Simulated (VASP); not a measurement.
# PbSe (Fm-3m) in VASP: notebook

PbSe is run at these levels: RPBE+D4, r2SCAN+rVV10, PBE; tasks: single point.

Program: VASP 6.6.1. These are calculated values, not measurements. Logs are shortened: lines on timing, memory, paths and dates and some standing lists are left out, and cuts for length are marked.

### Step 1. The cell of the first run

The structure is cubic, space group Fm-3m (No. 225). The conventional cell has a = 6.173 Å, b = 6.173 Å, c = 6.173 Å, α = 90.00°, β = 90.00°, γ = 90.00°. Within 4.1 Å of Pb (site symmetry m-3m) lie 6 Se at 3.09 Å. Se (site symmetry m-3m) has 6 Pb at 3.09 Å within 4.1 Å.

### Step 2. Single point, RPBE+D4 (volume scaled by 1.02)

Input file INCAR:

```
SYSTEM = PbSe
  PREC = Accurate
  ENCUT = 500
  EDIFF = 1E-6
  ISMEAR = 0
  SIGMA = 0.05
  LREAL = .FALSE.
  LASPH = .TRUE.
  NELM = 120
  ALGO = Normal
  ISIF = 2
  LWAVE = .FALSE.
  LCHARG = .FALSE.
  GGA = RP
  IVDW = 13
  NBANDS = 17
  GGA_COMPAT = .FALSE.
```

Input file KPOINTS:

```
Automatic mesh
0
G
  6 6 6
  0 0 0
```

Input file POSCAR:

```
PbSe
1.0
    0.0000000000      3.0865358290      3.0865358290
    3.0865358290      0.0000000000      3.0865358290
    3.0865358290      3.0865358290      0.0000000000
Pb Se
1 1
Direct
    0.5000000000      0.5000000000      0.5000000000
    0.0000000000      0.0000000000      0.0000000000
```

Potentials or basis: VASP PAW PBE potentials, release 64 (Pb_d, Se).

The run is started by

```
> cat potpaw_PBE.64/Pb_d/POTCAR potpaw_PBE.64/Se/POTCAR > POTCAR
> mpirun -np 1 vasp_std > vasp.out
```

OUTCAR:

```text
SYSTEM = PbSe
   PREC = Accurate
   ENCUT = 500
   EDIFF = 1E-6
   ISMEAR = 0
   LREAL = .FALSE.
   LASPH = .TRUE.
   NELM = 120
   ISIF = 2
   GGA = RP
   IVDW = 13

 ion  position               nearest neighbor table
   1  0.500  0.500  0.500-   2 3.09   2 3.09   2 3.09   2 3.09   2 3.09   2 3.09
   2  0.000  0.000  0.000-   1 3.09   1 3.09   1 3.09   1 3.09   1 3.09   1 3.09

  LATTYP: Found a face centered cubic cell.
 ALAT       =     6.1730716580

  Lattice vectors:

 A1 = (   0.0000000000,   3.0865358290,   3.0865358290)
 A2 = (   3.0865358290,   0.0000000000,   3.0865358290)
 A3 = (   3.0865358290,   3.0865358290,   0.0000000000)

Analysis of symmetry for initial positions (statically):
=====================================================================
 Subroutine PRICEL returns:
 Original cell was already a primitive cell.

 Routine SETGRP: Setting up the symmetry group for a
 face centered cubic supercell.

 Subroutine GETGRP returns: Found 48 space group operations
 (whereof 48 operations were pure point group operations)
 out of a pool of 48 trial point group operations.

The static configuration has the point symmetry O_h .

Analysis of symmetry for dynamics (positions and initial velocities):
=====================================================================
 Subroutine PRICEL returns:
 Original cell was already a primitive cell.

 Routine SETGRP: Setting up the symmetry group for a
 face centered cubic supercell.

 Subroutine GETGRP returns: Found 48 space group operations
 (whereof 48 operations were pure point group operations)
 out of a pool of 48 trial point group operations.

The dynamic configuration has the point symmetry O_h .

 Subroutine INISYM returns: Found 48 space group operations
 (whereof 48 operations are pure point group operations),
 and found     1 'primitive' translations

----------------------------------------------------------------------------------------

                                     Primitive cell

  volume of cell :      58.8090

  direct lattice vectors                    reciprocal lattice vectors
     0.000000000  3.086535829  3.086535829    -0.161993908  0.161993908  0.161993908
     3.086535829  0.000000000  3.086535829     0.161993908 -0.161993908  0.161993908
     3.086535829  3.086535829  0.000000000     0.161993908  0.161993908 -0.161993908

  length of vectors
     4.365020830  4.365020830  4.365020830     0.280581679  0.280581679  0.280581679

  position of ions in fractional coordinates (direct lattice)
     0.500000000  0.500000000  0.500000000
     0.000000000  0.000000000  0.000000000

  ion indices of the primitive-cell ions
   primitive index   ion index
                 1           1
                 2           2

----------------------------------------------------------------------------------------

 KPOINTS: Automatic mesh

Automatic generation of k-mesh.
 Grid dimensions read from file:
 generate k-points for:    6    6    6

 Generating k-lattice:

  Cartesian coordinates                     Fractional coordinates (reciprocal lattice)
    -0.026998985  0.026998985  0.026998985     0.166666667  0.000000000  0.000000000
     0.026998985 -0.026998985  0.026998985     0.000000000  0.166666667  0.000000000
     0.026998985  0.026998985 -0.026998985     0.000000000  0.000000000  0.166666667

  Length of vectors
     0.046763613  0.046763613  0.046763613

  Shift w.r.t. Gamma in fractional coordinates (k-lattice)
     0.000000000  0.000000000  0.000000000

 Subroutine IBZKPT returns following result:
 ===========================================

 Found     16 irreducible k-points:

 Following reciprocal coordinates:
            Coordinates               Weight
  0.000000  0.000000  0.000000      1.000000
  0.166667  0.000000  0.000000      8.000000
  0.333333  0.000000  0.000000      8.000000
  0.500000  0.000000  0.000000      4.000000
  0.166667  0.166667  0.000000      6.000000
  0.333333  0.166667  0.000000     24.000000
[... 8 lines left out ...]
 -0.333333  0.333333  0.166667     24.000000
 -0.333333  0.500000  0.166667     12.000000
   k-points           NKPTS =     16   k-points in BZ     NKDIM =     16   number of bands    NBANDS=     17
   number of dos      NEDOS =    301   number of ions     NIONS =      2
   total plane-waves  NPLWV =  32768
   dimension x,y,z NGX =    32 NGY =   32 NGZ =   32
   dimension x,y,z NGXF=    64 NGYF=   64 NGZF=   64
   ions per type =               1   1
   NGX,Y,Z   is equivalent  to a cutoff of  12.19, 12.19, 12.19 a.u.
   NGXF,Y,Z  is equivalent  to a cutoff of  24.38, 24.38, 24.38 a.u.
 SYSTEM =  PbSe
   PREC   = accura    normal or accurate (medium, high low for compatibility)
   ISTART =      0    job   : 0-new  1-cont  2-samecut
   ICHARG =      2    charge: 1-file 2-atom 10-const
   ISPIN  =      1    spin polarized calculation?
   LNONCOLLINEAR =      F non collinear calculations
   LSORBIT =      F    spin-orbit coupling
   LASPH  =      T    aspherical Exc in radial PAW
   ENCUT  =  500.0 eV  36.75 Ry    6.06 a.u.   7.96  7.96  7.96*2*pi/ulx,y,z
   NELM   =    120;   NELMIN=  2; NELMDL= -5     # of ELM steps
   EDIFF  = 0.1E-05   stopping-criterion for ELM
   LREAL  =      F    real-space projection
   EDIFFG = 0.1E-04   stopping-criterion for IOM
   NSW    =      0    number of steps for IOM
   IBRION =     -1    ionic relax: 0-MD 1-quasi-New 2-CG
   NFREE  =      0    steps in history (QN), initial steepest desc. (CG)
   ISIF   =      2    stress and relaxation
   ISYM   =      2    0-nonsym 1-usesym 2-fastsym
   POTIM  = 0.5000    time-step for ionic-motion
   TEBEG  =    0.0;   TEEND  =   0.0 temperature during run
   PSTRESS=    0.0 pullay stress
   NELECT =      20.0000    total number of electrons
   NUPDOWN=      -1.0000    fix difference up-down
   EMIN   =  10.00;   EMAX   =-10.00  energy-range for DOS
   EFERMI =   0.00;   METHOD = LEGACY
   ISMEAR =     0;   SIGMA  =   0.05  broadening in eV -4-tet -1-fermi 0-gaus
   EFERMI_NEDOS =   21; number of points for ismear=-14 and -15
   IALGO  =     38    algorithm
   IMIX   =      4    mixing-type and parameters
     AMIX     =   0.40;   BMIX     =  1.00
     AMIX_MAG =   1.60;   BMIX_MAG =  1.00
  volume/ion in A,a.u.               =      29.40       198.43
  Fermi-wavevector in a.u.,A,eV,Ry     =   1.142712  2.159413 17.766366  1.305791
  Thomas-Fermi vector in A             =   2.279409
   LORBIT       =      0    0 simple, 1 ext, 2 COOP (PROOUT), +10 PAW based schemes
   GGA     = RP    functional components
   LHFCALC =     F    Hartree Fock is set to
   AEXX    =    0.0000 exact exchange contribution
   IVDW    =    13    specifies the selected vdW correction
   LEPSILON=     F    determine dielectric tensor
   LRPA    =     F    only Hartree local field effects (RPA)
 non-spin polarized calculation
 Gauss-broadening in eV      SIGMA  =   0.05
  energy-cutoff  :      500.00
  volume of cell :       58.81
 maximum number of plane-waves:      1524
   NGX = 15   NGY = 15   NGZ = 15

 number of electron      19.9999993 magnetization

 Free energy of the ion-electron system (eV)
  ---------------------------------------------------
  ext. energy  EPLUGINS =         0.00000000
  ---------------------------------------------------
  free energy    TOTEN  =        -7.49799544 eV

  energy without entropy =       -7.49799544  energy(sigma->0) =       -7.49799544

 E-fermi :   5.1045     XC(G=0):  -9.2616

 val. band max:        4.8661362362   @ k =   0.5000   0.0000   0.0000
 cond. band min:       5.3267458441   @ k =   0.5000   0.0000   0.0000
 fundamental gap:      0.4606096079
 Fermi energy:         5.1045256384

 k-point     1 :       0.0000    0.0000    0.0000
  band No.  band energies     occupation
      1     -11.9879      2.00000
      2     -11.9879      2.00000
      3     -11.9879      2.00000
      4     -11.9787      2.00000
      5     -11.9787      2.00000
      6      -8.4757      2.00000
[... 9 lines left out ...]
     16      11.4947      0.00000
     17      13.2376      0.00000

 k-point     2 :       0.1667    0.0000    0.0000
  band No.  band energies     occupation
      1     -11.9871      2.00000
      2     -11.9871      2.00000
      3     -11.9870      2.00000
      4     -11.9775      2.00000
      5     -11.9775      2.00000
      6      -8.2783      2.00000
[... 9 lines left out ...]
     16      12.0576      0.00000
     17      14.8237      0.00000

 k-point     3 :       0.3333    0.0000    0.0000
  band No.  band energies     occupation
      1     -11.9966      2.00000
      2     -11.9966      2.00000
      3     -11.9854      2.00000
      4     -11.9642      2.00000
      5     -11.9642      2.00000
      6      -7.7922      2.00000
[... 9 lines left out ...]
     16      13.4830      0.00000
     17      16.6761      0.00000

 k-point     4 :       0.5000    0.0000    0.0000
  band No.  band energies     occupation
      1     -12.0018      2.00000
      2     -12.0018      2.00000
      3     -11.9847      2.00000
      4     -11.9569      2.00000
      5     -11.9569      2.00000
      6      -7.4700      2.00000
[... 9 lines left out ...]
     16      15.0564      0.00000
     17      15.0602      0.00000
[... 183 lines left out ...]
      1     -12.0338      2.00000
      2     -11.9880      2.00000
      3     -11.9824      2.00000
      4     -11.9618      2.00000
      5     -11.9592      2.00000
      6      -7.4280      2.00000
[... 9 lines left out ...]
     16      15.1575      0.00000
     17      15.4467      0.00000

 k-point    15 :      -0.3333    0.3333    0.1667
  band No.  band energies     occupation
      1     -12.0413      2.00000
      2     -11.9856      2.00000
      3     -11.9750      2.00000
      4     -11.9733      2.00000
      5     -11.9532      2.00000
      6      -7.2045      2.00000
[... 9 lines left out ...]
     16      16.2618      0.00000
     17      16.3401      0.00000

 k-point    16 :      -0.3333    0.5000    0.1667
  band No.  band energies     occupation
      1     -12.0647      2.00000
      2     -11.9903      2.00000
      3     -11.9734      2.00000
      4     -11.9628      2.00000
      5     -11.9484      2.00000
      6      -7.1178      2.00000
[... 9 lines left out ...]
     16      16.4605      0.00000
     17      17.4960      0.00000

------------------------ aborting loop because EDIFF is reached ----------------------------------------

  DFT-D4 for vdW energy calculation

  Edisp (eV):   -1.41816

  FORCE on cell =-STRESS in cart. coord.  units (eV):
  Direction    XX          YY          ZZ          XY          YZ          ZX
  --------------------------------------------------------------------------------------
  -------------------------------------------------------------------------------------
  Total      -0.32176    -0.32176    -0.32176    -0.00000     0.00000     0.00000
  in kB      -8.76589    -8.76589    -8.76589    -0.00000     0.00000     0.00000
  external pressure =       -8.77 kB  Pullay stress =        0.00 kB

 VOLUME and BASIS-vectors are now :
 -----------------------------------------------------------------------------
  energy-cutoff  :      500.00
  volume of cell :       58.81
      direct lattice vectors                 reciprocal lattice vectors
     0.000000000  3.086535829  3.086535829    -0.161993908  0.161993908  0.161993908
     3.086535829  0.000000000  3.086535829     0.161993908 -0.161993908  0.161993908
     3.086535829  3.086535829  0.000000000     0.161993908  0.161993908 -0.161993908

 POSITION                                       TOTAL-FORCE (eV/Angst)
 -----------------------------------------------------------------------------------
      3.08654      3.08654      3.08654        -0.000000     -0.000000      0.000000
      0.00000      0.00000      0.00000         0.000000      0.000000     -0.000000
 -----------------------------------------------------------------------------------
    total drift:                                0.000000     -0.000000      0.000000

  FREE ENERGIE OF THE ION-ELECTRON SYSTEM (eV)
  ---------------------------------------------------
  free  energy   TOTEN  =        -8.9161528702 eV

  energy  without entropy=       -8.9161528701  energy(sigma->0) =       -8.91615287
```

Run time: 24 s. Hardware: 1 thread of Intel Xeon 8259CL, shared host; peak memory 0.17 GiB.

What came out:

```yaml
Free_energy: -8.9162 eV
Pressure: -0.9 GPa
Band_gap_on_the_k_mesh: 0.46 eV, direct
Dispersion_energy_per_atom: -0.709 eV
```

Caveat: the PAW data sets were made with another functional, which shifts forces and pressure a little; spin-orbit coupling is left out, which moves the levels of the heavy elements. A k mesh can miss the band edges.

(Continued in part 2 of 2.)
